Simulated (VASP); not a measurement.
# CuSi16 (a cell with a defect) in VASP: single point with PBE

Aim: the single point of CuSi16 (a cell with a defect) with PBE.

All numbers are computed with VASP 6.6.1; they aren't measurements. Logs are shortened: lines on timing, memory, paths and dates and some standing lists are left out, and cuts for length are marked.

## (1) The cell of the first run

The cell holds a defect, 17 atoms: a = 7.679 Å, b = 7.679 Å, c = 7.679 Å, α = 60.00°, β = 60.00°, γ = 60.00°.

## (2) Single point, PBE, collinear spin

Input file INCAR:

```
  PREC = Accurate
  ENCUT = 520
  EDIFF = 1E-6
  ISMEAR = 0
  SIGMA = 0.02
  LREAL = Auto
  LASPH = True
  NELM = 150
  ALGO = Normal
  ISIF = 2
  LWAVE = False
  LCHARG = False
  ISPIN = 2
  MAGMOM = 0 0 0 0 0 0 0 0 0 0 0 0 0 0 0 0 1
  LORBIT = 11
  LMAXMIX = 4
  GGA = PE
  NBANDS = 56
```

Input file KPOINTS:

```
regular mesh
0
Gamma
  2 2 2
```

Input file POSCAR:

```
CuSi16
1.0
    0.0000000000      5.4300000000      5.4300000000
    5.4300000000      0.0000000000      5.4300000000
    5.4300000000      5.4300000000      0.0000000000
Si Cu
16 1
Direct
   -0.0110144999     -0.0113391443      0.0335458895
    0.1266435231      0.1263261991      0.1320674589
    0.0075376793      0.0072312025      0.5045381842
    0.1128836015      0.1125557915      0.6618558239
    0.0068746170      0.4992877294     -0.0055940132
    0.1266436176      0.6148152151      0.1320704330
    0.0075428159      0.4805408883      0.5045401059
    0.1400253265      0.6188221015      0.6221899933
    0.4996070682      0.0065567756     -0.0055986867
    0.6151414508      0.1263262592      0.1320616083
    0.4808755234      0.0072258081      0.5045330397
    0.6191416682      0.1397011099      0.6221825363
    0.4996056860      0.4992895456     -0.0055975759
    0.6339639185      0.6336473674      0.0985963715
    0.5103033411      0.5099837647      0.4695825997
    0.6191364604      0.6188290233      0.6221846933
    0.8221575025      0.8218055631      0.5340707381
```

Potentials or basis: VASP PAW PBE potentials, release 64 (Si, Cu).

Command:

```bash
cat potpaw_PBE.64/Si/POTCAR potpaw_PBE.64/Cu/POTCAR > POTCAR
mpirun -np 1 vasp_std > vasp.out
```

OUTCAR:

```text
PREC = Accurate
   ENCUT = 520
   EDIFF = 1E-6
   ISMEAR = 0
   LREAL = Auto
   LASPH = True
   NELM = 150
   ISIF = 2
   ISPIN = 2
   LORBIT = 11
   GGA = PE

 ion  position               nearest neighbor table
   1  0.989  0.989  0.034-   4 2.33  10 2.35   2 2.35   6 2.35
   2  0.127  0.126  0.132-   3 2.34   5 2.34   9 2.34   1 2.35
   3  0.008  0.007  0.505-   4 2.32   2 2.34  17 2.34  12 2.44   8 2.44
   4  0.113  0.113  0.662-   7 2.32   3 2.32  11 2.32   1 2.33
   5  0.007  0.499  0.994-   8 2.33   6 2.34   2 2.34  14 2.34
   6  0.127  0.615  0.132-   7 2.34   5 2.34  13 2.34   1 2.35
   7  0.008  0.481  0.505-   4 2.32   6 2.34  17 2.34  16 2.44   8 2.44
   8  0.140  0.619  0.622-  15 2.33   5 2.33  17 2.37   3 2.44   7 2.44
   9  0.500  0.007  0.994-  12 2.33   2 2.34  10 2.34  14 2.34
  10  0.615  0.126  0.132-  11 2.34  13 2.34   9 2.34   1 2.35
  11  0.481  0.007  0.505-   4 2.32  10 2.34  17 2.34  12 2.44  16 2.44
  12  0.619  0.140  0.622-  15 2.33   9 2.33  17 2.37  11 2.44   3 2.44
  13  0.500  0.499  0.994-  16 2.33   6 2.34  10 2.34  14 2.34
  14  0.634  0.634  0.099-  15 2.33   9 2.34  13 2.34   5 2.34
  15  0.510  0.510  0.470-  14 2.33   8 2.33  16 2.33  12 2.33
  16  0.619  0.619  0.622-  15 2.33  13 2.33  17 2.37  11 2.44   7 2.44
  17  0.822  0.822  0.534-   7 2.34   3 2.34  11 2.34   8 2.37  16 2.37  12 2.37

  LATTYP: Found a face centered cubic cell.
 ALAT       =    10.8600000000

  Lattice vectors:

 A1 = (   0.0000000000,   5.4300000000,   5.4300000000)
 A2 = (   5.4300000000,   0.0000000000,   5.4300000000)
 A3 = (   5.4300000000,   5.4300000000,   0.0000000000)

Analysis of symmetry for initial positions (statically):
=====================================================================
 Subroutine PRICEL returns:
 Original cell was already a primitive cell.

 Routine SETGRP: Setting up the symmetry group for a
 face centered cubic supercell.

 Subroutine GETGRP returns: Found  1 space group operations
 (whereof  1 operations were pure point group operations)
 out of a pool of 48 trial point group operations.

The static configuration has the point symmetry C_1 .

Analysis of symmetry for dynamics (positions and initial velocities):
=====================================================================
 Subroutine PRICEL returns:
 Original cell was already a primitive cell.

 Routine SETGRP: Setting up the symmetry group for a
 face centered cubic supercell.

 Subroutine GETGRP returns: Found  1 space group operations
 (whereof  1 operations were pure point group operations)
 out of a pool of 48 trial point group operations.

The dynamic configuration has the point symmetry C_1 .

Analysis of structural, dynamic, and magnetic symmetry:
=====================================================================
 Subroutine PRICEL returns:
 Original cell was already a primitive cell.

 Routine SETGRP: Setting up the symmetry group for a
 face centered cubic supercell.

 Subroutine GETGRP returns: Found  1 space group operations
 (whereof  1 operations were pure point group operations)
 out of a pool of 48 trial point group operations.

The overall configuration has the point symmetry C_1 .

 Subroutine INISYM returns: Found  1 space group operations
 (whereof  1 operations are pure point group operations),
 and found     1 'primitive' translations

----------------------------------------------------------------------------------------

                                     Primitive cell

  volume of cell :     320.2060

  direct lattice vectors                    reciprocal lattice vectors
     0.000000000  5.430000000  5.430000000    -0.092081031  0.092081031  0.092081031
     5.430000000  0.000000000  5.430000000     0.092081031 -0.092081031  0.092081031
     5.430000000  5.430000000  0.000000000     0.092081031  0.092081031 -0.092081031

  length of vectors
     7.679179644  7.679179644  7.679179644     0.159489025  0.159489025  0.159489025

  position of ions in fractional coordinates (direct lattice)
     0.988985500  0.988660856  0.033545889
     0.126643523  0.126326199  0.132067459
[... 74 lines left out ...]
   total plane-waves  NPLWV = 216000
   dimension x,y,z NGX =    60 NGY =   60 NGZ =   60
   dimension x,y,z NGXF=   120 NGYF=  120 NGZF=  120
   ions per type =              16   1
   NGX,Y,Z   is equivalent  to a cutoff of  12.99, 12.99, 12.99 a.u.
   NGXF,Y,Z  is equivalent  to a cutoff of  25.98, 25.98, 25.98 a.u.
 SYSTEM =  unknown system
   PREC   = accura    normal or accurate (medium, high low for compatibility)
   ISTART =      0    job   : 0-new  1-cont  2-samecut
   ICHARG =      2    charge: 1-file 2-atom 10-const
   ISPIN  =      2    spin polarized calculation?
   LNONCOLLINEAR =      F non collinear calculations
   LSORBIT =      F    spin-orbit coupling
   LASPH  =      T    aspherical Exc in radial PAW
   ENCUT  =  520.0 eV  38.22 Ry    6.18 a.u.  14.28 14.28 14.28*2*pi/ulx,y,z
   NELM   =    150;   NELMIN=  2; NELMDL= -5     # of ELM steps
   EDIFF  = 0.1E-05   stopping-criterion for ELM
   LREAL  =      T    real-space projection
   EDIFFG = 0.1E-04   stopping-criterion for IOM
   NSW    =      0    number of steps for IOM
   IBRION =     -1    ionic relax: 0-MD 1-quasi-New 2-CG
   NFREE  =      0    steps in history (QN), initial steepest desc. (CG)
   ISIF   =      2    stress and relaxation
   ISYM   =      2    0-nonsym 1-usesym 2-fastsym
   POTIM  = 0.5000    time-step for ionic-motion
   TEBEG  =    0.0;   TEEND  =   0.0 temperature during run
   PSTRESS=    0.0 pullay stress
   NELECT =      75.0000    total number of electrons
   NUPDOWN=      -1.0000    fix difference up-down
   EMIN   =  10.00;   EMAX   =-10.00  energy-range for DOS
   EFERMI =   0.00;   METHOD = LEGACY
   ISMEAR =     0;   SIGMA  =   0.02  broadening in eV -4-tet -1-fermi 0-gaus
   EFERMI_NEDOS =   21; number of points for ismear=-14 and -15
   IALGO  =     38    algorithm
   IMIX   =      4    mixing-type and parameters
     AMIX     =   0.40;   BMIX     =  1.00
     AMIX_MAG =   1.60;   BMIX_MAG =  1.00
  volume/ion in A,a.u.               =      18.84       127.11
  Fermi-wavevector in a.u.,A,eV,Ry     =   1.009142  1.907001 13.855720  1.018367
  Thomas-Fermi vector in A             =   2.142052
   LORBIT       =     11    0 simple, 1 ext, 2 COOP (PROOUT), +10 PAW based schemes
   GGA     = PE    functional components
   LHFCALC =     F    Hartree Fock is set to
   AEXX    =    0.0000 exact exchange contribution
   IVDW    =     0    specifies the selected vdW correction
   LEPSILON=     F    determine dielectric tensor
   LRPA    =     F    only Hartree local field effects (RPA)
 spin polarized calculation
 Gauss-broadening in eV      SIGMA  =   0.02
  energy-cutoff  :      520.00
  volume of cell :      320.21
 maximum number of plane-waves:      8646
 NGX is ok and might be reduce to    60
   NGX = 29   NGY = 29   NGZ = 29

 number of electron      75.0000000 magnetization       0.2228006

 Free energy of the ion-electron system (eV)
  ---------------------------------------------------
  ext. energy  EPLUGINS =         0.00000000
  ---------------------------------------------------
  free energy    TOTEN  =       -87.47931638 eV

  energy without entropy =      -87.47746993  energy(sigma->0) =      -87.47839315

 E-fermi :   6.9142     XC(G=0):  -9.6836

 val. band max:        6.9122441724   @ k =   0.0000   0.0000   0.0000
 cond. band min:       6.9489535311   @ k =   0.0000   0.0000   0.5000
 fundamental gap:      0.0367093586
 Fermi energy:         6.9142108012

 spin component 1

 k-point     1 :       0.0000    0.0000    0.0000
  band No.  band energies     occupation
      1      -5.9429      1.00000
      2      -3.6047      1.00000
      3      -3.5273      1.00000
      4      -3.5273      1.00000
      5      -3.5176      1.00000
      6      -2.0007      1.00000
[... 405 lines left out ...]
     48      10.3846      0.00000
     49      10.3929      0.00000
 Fermi energy:         6.9142108012

 spin component 2

 k-point     1 :       0.0000    0.0000    0.0000
  band No.  band energies     occupation
      1      -5.9286      1.00000
      2      -3.5949      1.00000
      3      -3.5164      1.00000
      4      -3.5164      1.00000
      5      -3.5046      1.00000
      6      -1.9851      1.00000
[... 405 lines left out ...]
     48      10.4076      0.00000
     49      10.4120      0.00000
 [bands above 49 left out]

------------------------ aborting loop because EDIFF is reached ----------------------------------------

  FORCE on cell =-STRESS in cart. coord.  units (eV):
  Direction    XX          YY          ZZ          XY          YZ          ZX
  --------------------------------------------------------------------------------------
  -------------------------------------------------------------------------------------
  Total        8.5661245      8.5636288      8.5651078      0.3515018     -0.3515725     -0.3519955
  in kB       42.8613137     42.8488264     42.8562267      1.7587682     -1.7591219     -1.7612386
  external PRESSURE =      42.8554556 kB  Pullay stress =       0.0000000 kB

 VOLUME and BASIS-vectors are now :
 -----------------------------------------------------------------------------
  energy-cutoff  :      520.00
  volume of cell :      320.21
      direct lattice vectors                 reciprocal lattice vectors
     0.000000000  5.430000000  5.430000000    -0.092081031  0.092081031  0.092081031
     5.430000000  0.000000000  5.430000000     0.092081031 -0.092081031  0.092081031
     5.430000000  5.430000000  0.000000000     0.092081031  0.092081031 -0.092081031

 POSITION                                       TOTAL-FORCE (eV/Angst)
 -----------------------------------------------------------------------------------
      5.55058      5.55235     10.73862        -0.007379     -0.008604      0.007929
      1.40308      1.40480      1.37363         0.002511      0.003110     -0.001179
      2.77891      2.78057      0.08020        -0.000616     -0.000109      0.002622
      4.20506      4.20684      1.22414         0.003033      0.002470     -0.002949
      8.11076      5.43695      2.74846        -0.002893     -0.000049      0.002701
      4.05559      1.40482      4.02612         0.001273      0.002801     -0.002320
[... 9 lines left out ...]
      6.73870      6.74037      6.72215        -0.000152      0.000469     -0.007299
      7.36241      7.36432      8.92672        -0.005363     -0.005889      0.005549
 -----------------------------------------------------------------------------------
    total drift:                               -0.001931     -0.006142      0.003792

  FREE ENERGIE OF THE ION-ELECTRON SYSTEM (eV)
  ---------------------------------------------------
  free  energy   TOTEN  =       -87.4793163782 eV

  energy  without entropy=      -87.4774699260  energy(sigma->0) =      -87.47839315

 total charge

# of ion       s       p       d       tot
------------------------------------------
    1        0.740   0.955   0.000   1.695
    2        0.743   0.955   0.000   1.698
    3        0.737   0.952   0.000   1.689
    4        0.754   0.944   0.000   1.699
    5        0.741   0.959   0.000   1.700
    6        0.743   0.955   0.000   1.698
[... 9 lines left out ...]
   16        0.737   0.949   0.000   1.686
   17        0.503   0.463   9.212  10.179
--------------------------------------------------
tot         12.363  15.711   9.212  37.286

 magnetization (x)

# of ion       s       p       d       tot
------------------------------------------
    1       -0.000   0.000   0.000  -0.000
    2        0.001   0.001   0.000   0.002
    3        0.002   0.001   0.000   0.003
    4        0.003   0.004   0.000   0.006
    5        0.001   0.000   0.000   0.001
    6        0.001   0.001   0.000   0.002
[... 9 lines left out ...]
   16        0.002   0.000   0.000   0.002
   17        0.019   0.001  -0.002   0.018
--------------------------------------------------
tot          0.040   0.013  -0.002   0.051
```

Run time: 12 min. Hardware: 1 thread of AMD EPYC 7R13 (Zen 3), shared host; peak memory 0.68 GiB.

What came out:

| Item | Value |
| --- | --- |
| Free energy | -87.4793 eV |
| Pressure | 4.3 GPa |
| Largest force | 0.015 eV/Å |
| Net moment | 0.22 μB per cell |
| Valence electrons inside the program's atomic spheres | Si 1.70, 1.69 (each value once); Cu 10.18 |

Forces on the atoms (eV/Å):
```
Si  -0.007 -0.009  0.008
Si   0.003  0.003 -0.001
Si  -0.001  0.000  0.003
Si   0.003  0.002 -0.003
Si  -0.003  0.000  0.003
Si   0.001  0.003 -0.002
Si  -0.002  0.000  0.000
Si   0.000  0.007  0.000
Si   0.000 -0.003  0.002
Si   0.003  0.001 -0.002
Si   0.000 -0.002  0.000
Si   0.007  0.000  0.000
Si  -0.003 -0.003  0.000
Si   0.009  0.009 -0.009
Si  -0.004 -0.003  0.003
Si   0.000  0.000 -0.007
Cu  -0.005 -0.006  0.006
```

Stress tensor (GPa, compression positive):
```
 4.29  0.18 -0.18
 0.18  4.28 -0.18
-0.18 -0.18  4.29
```

Caveat: the k points lie up to 0.50 Å⁻¹ apart.
